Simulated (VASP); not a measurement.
# Re (Pm-3m) in VASP: notebook

Re is run at these levels: PBE; tasks: single point.

Program: VASP 6.6.1. These are calculated values, not measurements. Logs are shortened: lines on timing, memory, paths and dates and some standing lists are left out, and cuts for length are marked.

### Step 1. The cell of the first run

Symmetry: Pm-3m, No. 221, cubic system. The conventional cell has a = 2.614 Å, b = 2.614 Å, c = 2.614 Å, α = 90.00°, β = 90.00°, γ = 90.00°. Within 3.4 Å of Re (site symmetry m-3m) lie 6 Re at 2.61 Å.

### Step 2. Single point, PBE (volume scaled by 1.04)

File INCAR:

```
SYSTEM = Re
  ALGO = Normal
  EDIFF = 1E-7
  ENCUT = 520
  GGA = PE
  ISIF = 2
  ISMEAR = -1
  LASPH = .True.
  LCHARG = .True.
  LELF = .True.
  LREAL = .False.
  LVHAR = .True.
  LWAVE = .False.
  NBANDS = 10
  NELM = 60
  PREC = Accurate
  SIGMA = 0.1
```

File KPOINTS:

```
k-points
0
Gamma
  14 14 14
  0 0 0
```

File POSCAR:

```
Re
1.0
    2.6144513166      0.0000000000      0.0000000000
    0.0000000000      2.6144513166      0.0000000000
    0.0000000000      0.0000000000      2.6144513166
Re
1
Direct
    0.0000000000      0.0000000000      0.0000000000
```

Potentials or basis: VASP PAW PBE potentials, release 64 (Re).

Run with:

```sh
cat potpaw_PBE.64/Re/POTCAR > POTCAR
mpirun -np 1 vasp_std > vasp.out
```

OUTCAR:

```text
SYSTEM = Re
   EDIFF = 1E-7
   ENCUT = 520
   GGA = PE
   ISIF = 2
   ISMEAR = -1
   LASPH = .True.
   LREAL = .False.
   NELM = 60
   PREC = Accurate

 ion  position               nearest neighbor table
   1  0.000  0.000  0.000-

  LATTYP: Found a simple cubic cell.
 ALAT       =     2.6144513166

  Lattice vectors:

 A1 = (   2.6144513166,   0.0000000000,   0.0000000000)
 A2 = (   0.0000000000,   2.6144513166,   0.0000000000)
 A3 = (   0.0000000000,   0.0000000000,   2.6144513166)

Analysis of symmetry for initial positions (statically):
=====================================================================
 Subroutine PRICEL returns:
 Original cell was already a primitive cell.

 Routine SETGRP: Setting up the symmetry group for a
 simple cubic supercell.

 Subroutine GETGRP returns: Found 48 space group operations
 (whereof 48 operations were pure point group operations)
 out of a pool of 48 trial point group operations.

The static configuration has the point symmetry O_h .

Analysis of symmetry for dynamics (positions and initial velocities):
=====================================================================
 Subroutine PRICEL returns:
 Original cell was already a primitive cell.

 Routine SETGRP: Setting up the symmetry group for a
 simple cubic supercell.

 Subroutine GETGRP returns: Found 48 space group operations
 (whereof 48 operations were pure point group operations)
 out of a pool of 48 trial point group operations.

The dynamic configuration has the point symmetry O_h .

 Subroutine INISYM returns: Found 48 space group operations
 (whereof 48 operations are pure point group operations),
 and found     1 'primitive' translations

----------------------------------------------------------------------------------------

                                     Primitive cell

  volume of cell :      17.8707

  direct lattice vectors                    reciprocal lattice vectors
     2.614451317  0.000000000  0.000000000     0.382489432  0.000000000  0.000000000
     0.000000000  2.614451317  0.000000000     0.000000000  0.382489432  0.000000000
     0.000000000  0.000000000  2.614451317     0.000000000  0.000000000  0.382489432

  length of vectors
     2.614451317  2.614451317  2.614451317     0.382489432  0.382489432  0.382489432

  position of ions in fractional coordinates (direct lattice)
     0.000000000  0.000000000  0.000000000

  ion indices of the primitive-cell ions
   primitive index   ion index
                 1           1

----------------------------------------------------------------------------------------

 KPOINTS: k-points

Automatic generation of k-mesh.
 Grid dimensions read from file:
 generate k-points for:   14   14   14

 Generating k-lattice:

  Cartesian coordinates                     Fractional coordinates (reciprocal lattice)
     0.027320674  0.000000000  0.000000000     0.071428571  0.000000000  0.000000000
     0.000000000  0.027320674  0.000000000     0.000000000  0.071428571  0.000000000
     0.000000000  0.000000000  0.027320674     0.000000000  0.000000000  0.071428571

  Length of vectors
     0.027320674  0.027320674  0.027320674

  Shift w.r.t. Gamma in fractional coordinates (k-lattice)
     0.000000000  0.000000000  0.000000000

 Subroutine IBZKPT returns following result:
 ===========================================

 Found    120 irreducible k-points:

 Following reciprocal coordinates:
            Coordinates               Weight
  0.000000  0.000000  0.000000      1.000000
  0.071429  0.000000  0.000000      6.000000
  0.142857  0.000000  0.000000      6.000000
  0.214286  0.000000  0.000000      6.000000
  0.285714  0.000000  0.000000      6.000000
  0.357143  0.000000  0.000000      6.000000
[... 16 lines left out ...]
  0.285714  0.214286  0.000000     24.000000
  0.357143  0.214286  0.000000     24.000000
 [... further k-points ...]
   k-points           NKPTS =    120   k-points in BZ     NKDIM =    120   number of bands    NBANDS=     10
   number of dos      NEDOS =    301   number of ions     NIONS =      1
   total plane-waves  NPLWV =   8000
   dimension x,y,z NGX =    20 NGY =   20 NGZ =   20
   dimension x,y,z NGXF=    40 NGYF=   40 NGZF=   40
   ions per type =               1
   NGX,Y,Z   is equivalent  to a cutoff of  12.72, 12.72, 12.72 a.u.
   NGXF,Y,Z  is equivalent  to a cutoff of  25.43, 25.43, 25.43 a.u.
 SYSTEM =  Re
   PREC   = accura    normal or accurate (medium, high low for compatibility)
   ISTART =      0    job   : 0-new  1-cont  2-samecut
   ICHARG =      2    charge: 1-file 2-atom 10-const
   ISPIN  =      1    spin polarized calculation?
   LNONCOLLINEAR =      F non collinear calculations
   LSORBIT =      F    spin-orbit coupling
   LASPH  =      T    aspherical Exc in radial PAW
   ENCUT  =  520.0 eV  38.22 Ry    6.18 a.u.   4.86  4.86  4.86*2*pi/ulx,y,z
   NELM   =     60;   NELMIN=  2; NELMDL= -5     # of ELM steps
   EDIFF  = 0.1E-06   stopping-criterion for ELM
   LREAL  =      F    real-space projection
   EDIFFG = 0.1E-05   stopping-criterion for IOM
   NSW    =      0    number of steps for IOM
   IBRION =     -1    ionic relax: 0-MD 1-quasi-New 2-CG
   NFREE  =      0    steps in history (QN), initial steepest desc. (CG)
   ISIF   =      2    stress and relaxation
   ISYM   =      2    0-nonsym 1-usesym 2-fastsym
   POTIM  = 0.5000    time-step for ionic-motion
   TEBEG  =    0.0;   TEEND  =   0.0 temperature during run
   PSTRESS=    0.0 pullay stress
   NELECT =       7.0000    total number of electrons
   NUPDOWN=      -1.0000    fix difference up-down
   EMIN   =  10.00;   EMAX   =-10.00  energy-range for DOS
   EFERMI =   0.00;   METHOD = LEGACY
   ISMEAR =    -1;   SIGMA  =   0.10  broadening in eV -4-tet -1-fermi 0-gaus
   EFERMI_NEDOS =   21; number of points for ismear=-14 and -15
   IALGO  =     38    algorithm
   IMIX   =      4    mixing-type and parameters
     AMIX     =   0.40;   BMIX     =  1.00
     AMIX_MAG =   1.60;   BMIX_MAG =  1.00
  volume/ion in A,a.u.               =      17.87       120.60
  Fermi-wavevector in a.u.,A,eV,Ry     =   1.197826  2.263562 19.521453  1.434786
  Thomas-Fermi vector in A             =   2.333731
   LORBIT       =      0    0 simple, 1 ext, 2 COOP (PROOUT), +10 PAW based schemes
   GGA     = PE    functional components
   LHFCALC =     F    Hartree Fock is set to
   AEXX    =    0.0000 exact exchange contribution
   IVDW    =     0    specifies the selected vdW correction
   LEPSILON=     F    determine dielectric tensor
   LRPA    =     F    only Hartree local field effects (RPA)
 non-spin polarized calculation
  energy-cutoff  :      520.00
  volume of cell :       17.87
 maximum number of plane-waves:       500
 NGX is ok and might be reduce to    20
   NGX =  9   NGY =  9   NGZ =  9

 number of electron       7.0000001 magnetization

 Free energy of the ion-electron system (eV)
  ---------------------------------------------------
  ext. energy  EPLUGINS =         0.00000000
  ---------------------------------------------------
  free energy    TOTEN  =       -11.05936270 eV

  energy without entropy =      -11.01721979  energy(sigma->0) =      -11.03829125

 E-fermi :   6.2152     XC(G=0): -12.5228

 val. band max:        6.1984705901   @ k =   0.4286   0.0000   0.0000
 cond. band min:       6.2246454439   @ k =   0.4286   0.4286   0.0714
 fundamental gap:      0.0261748539
 Fermi energy:         6.2151991817

 k-point     1 :       0.0000    0.0000    0.0000
  band No.  band energies     occupation
      1      -2.7323      2.00000
      2       1.1157      2.00000
      3       1.1157      2.00000
      4       9.4123      0.00000
      5       9.4123      0.00000
      6       9.4123      0.00000
      7      21.1267      0.00000
      8      21.1267      0.00000
      9      21.1267      0.00000
     10      26.8952      0.00000

 k-point     2 :       0.0714    0.0000    0.0000
  band No.  band energies     occupation
      1      -2.5716      2.00000
      2       1.1545      2.00000
      3       1.2808      2.00000
      4       9.1844      0.00000
      5       9.1844      0.00000
      6       9.4289      0.00000
      7      20.1896      0.00000
      8      21.4595      0.00000
      9      21.4595      0.00000
     10      27.5688      0.00000

 k-point     3 :       0.1429    0.0000    0.0000
  band No.  band energies     occupation
      1      -2.1269      2.00000
      2       1.2650      2.00000
      3       1.7750      2.00000
      4       8.6000      0.00000
      5       8.6000      0.00000
      6       9.4757      0.00000
      7      18.3799      0.00000
      8      22.3469      0.00000
      9      22.3469      0.00000
     10      26.6875      0.00000

 k-point     4 :       0.2143    0.0000    0.0000
  band No.  band energies     occupation
      1      -1.4948      2.00000
      2       1.4301      2.00000
      3       2.5704      2.00000
      4       7.8617      0.00000
      5       7.8617      0.00000
      6       9.5442      0.00000
      7      16.5806      0.00000
      8      23.5573      0.00000
      9      23.5573      0.00000
     10      24.8517      0.00000
[... 222 lines left out ...]
 k-point    22 :       0.2143    0.2143    0.0000
  band No.  band energies     occupation
      1      -0.3027      2.00000
      2       2.2912      2.00000
      3       3.4105      2.00000
      4       6.2613      0.77339
      5       7.8874      0.00000
      6       8.2487      0.00000
      7      18.2915      0.00000
      8      18.7452      0.00000
      9      25.2725      0.00000
     10      26.1320      0.00000

 k-point    23 :       0.2857    0.2143    0.0000
  band No.  band energies     occupation
      1       0.3108      2.00000
      2       2.4972      2.00000
      3       4.0677      2.00000
      4       6.0425      1.69797
      5       7.3385      0.00003
      6       8.2197      0.00000
      7      16.7164      0.00000
      8      19.5919      0.00000
      9      24.6128      0.00000
     10      27.5157      0.00000

 k-point    24 :       0.3571    0.2143    0.0000
  band No.  band energies     occupation
      1       0.8803      2.00000
      2       2.5448      2.00000
      3       4.0801      2.00000
      4       6.7949      0.00606
      5       6.9218      0.00171
      6       8.3054      0.00000
      7      15.2958      0.00000
      8      20.6181      0.00000
      9      23.8283      0.00000
     10      28.2286      0.00000

 [... further k-points ...]
[... 5 lines left out ...]
  --------------------------------------------------------------------------------------
  -------------------------------------------------------------------------------------
  Total       -1.2099691     -1.2099691     -1.2099691      0.0000000     -0.0000000      0.0000000
  in kB     -108.4783765   -108.4783765   -108.4783765      0.0000000     -0.0000000      0.0000000
  external PRESSURE =    -108.4783765 kB  Pullay stress =       0.0000000 kB

 VOLUME and BASIS-vectors are now :
 -----------------------------------------------------------------------------
  energy-cutoff  :      520.00
  volume of cell :       17.87
      direct lattice vectors                 reciprocal lattice vectors
     2.614451317  0.000000000  0.000000000     0.382489432  0.000000000  0.000000000
     0.000000000  2.614451317  0.000000000     0.000000000  0.382489432  0.000000000
     0.000000000  0.000000000  2.614451317     0.000000000  0.000000000  0.382489432

 POSITION                                       TOTAL-FORCE (eV/Angst)
 -----------------------------------------------------------------------------------
      0.00000      0.00000      0.00000         0.000000      0.000000      0.000000
 -----------------------------------------------------------------------------------
    total drift:                               -0.000000      0.000000      0.000000

  FREE ENERGIE OF THE ION-ELECTRON SYSTEM (eV)
  ---------------------------------------------------
  free  energy   TOTEN  =       -11.0593626987 eV

  energy  without entropy=      -11.0172197934  energy(sigma->0) =      -11.03829125
```

Run time: 15 s. Hardware: 1 thread of Intel Xeon Platinum 8259CL at 2.50GHz (Skylake/Cascade Lake), shared host; peak memory 0.14 GiB.

What came out:

- Free energy: -11.0594 eV
- Pressure: -10.8 GPa

Caveat: spin-orbit coupling is left out, which moves the levels of the heavy elements.

### Step 3. Single point, PBE (volume scaled by 1.08)

File INCAR:

```
SYSTEM = Re
PREC     = Accurate       ! precision mode
ENCUT    = 520            ! plane-wave cutoff, eV
EDIFF    = 1E-7           ! SCF threshold, eV
ISMEAR   = -1             ! smearing method
SIGMA    = 0.1            ! smearing width, eV
LREAL    = .False.        ! projectors in reciprocal space
LASPH    = .True.         ! aspherical terms in the spheres
NELM     = 60             ! most SCF steps
ALGO     = Normal         ! electronic algorithm
ISIF     = 2              ! what is computed and relaxed
LWAVE    = .False.        ! write WAVECAR
LCHARG   = .True.         ! write CHGCAR
GGA      = PE             ! functional
LELF     = .True.         ! ELF
LVHAR    = .True.       
NBANDS   = 10             ! bands
```

File KPOINTS:

```
Automatic mesh
0
Gamma
  14 14 14
  0 0 0
```

File POSCAR:

```
Re
1.0
    2.6475491507      0.0000000000      0.0000000000
    0.0000000000      2.6475491507      0.0000000000
    0.0000000000      0.0000000000      2.6475491507
Re
1
Direct
    0.0000000000      0.0000000000      0.0000000000
```

Potentials or basis: VASP PAW PBE potentials, release 64 (Re).

Run with:

```sh
cat potpaw_PBE.64/Re/POTCAR > POTCAR
mpirun -np 1 vasp_std > vasp.out
```

Run time: 17 s. Hardware: 1 thread of Intel Xeon Platinum 8259CL at 2.50GHz (Skylake/Cascade Lake), shared host; peak memory 0.14 GiB.

It converged, with:

- Free energy: -10.9968 eV
- Pressure: -18.2 GPa

Levels at points of the mesh, in eV from the Fermi level:
| k point | band 1 | band 2 | band 3 | band 4 | band 5 | band 6 |
| --- | --- | --- | --- | --- | --- | --- |
| (0.00, 0.00, 0.00) | -8.69 | -4.86 | -4.86 | 3.01 | 3.01 | 3.01 |
| (0.50, 0.00, 0.00) | -5.49 | -4.04 | -0.94 | -0.13 | -0.13 | 3.33 |
| (0.50, 0.50, 0.00) | -5.66 | -3.62 | 0.49 | 0.49 | 4.30 | 4.30 |
| (0.50, 0.50, 0.50) | -4.25 | -4.25 | -4.25 | 5.52 | 5.52 | 8.13 |

Caveat: spin-orbit coupling is left out, which moves the levels of the heavy elements.
